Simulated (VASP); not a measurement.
Input of a VASP 6.6.1 run:

Contents of INCAR:

```
SYSTEM = BaTe
  PREC = Accurate
  ENCUT = 520
  EDIFF = 1E-6
  ISMEAR = 0
  SIGMA = 0.05
  LREAL = .FALSE.
  LASPH = .TRUE.
  NELM = 100
  ALGO = Normal
  ISIF = 2
  LWAVE = .FALSE.
  LCHARG = .TRUE.
  LELF = .TRUE.
  LVHAR = .TRUE.
  NBANDS = 15
```

KPOINTS

```
regular mesh
0
G
  8 8 8
  0 0 0
```

File POSCAR:

```
BaTe
1.0
    0.0000000000      3.4100000000      3.4100000000
    3.4100000000      0.0000000000      3.4100000000
    3.4100000000      3.4100000000      0.0000000000
Ba Te
1 1
Direct
    0.0000000000      0.0000000000      0.0000000000
    0.5000000000      0.5000000000      0.5000000000
```

Potentials or basis: VASP PAW LDA potentials, release 64 (Ba_sv, Te).

Launch:

```console
$ cat potpaw_LDA.64/Ba_sv/POTCAR potpaw_LDA.64/Te/POTCAR > POTCAR
$ mpirun -np 1 vasp_std > vasp.out
```

What does it give for the band gap on the k mesh?

1.21 eV (least direct gap 1.59 eV).

Estimate the pressure.

1.2 GPa.

Caveat: spin-orbit coupling is left out, which moves the levels of the heavy elements. A k mesh can miss the band edges.
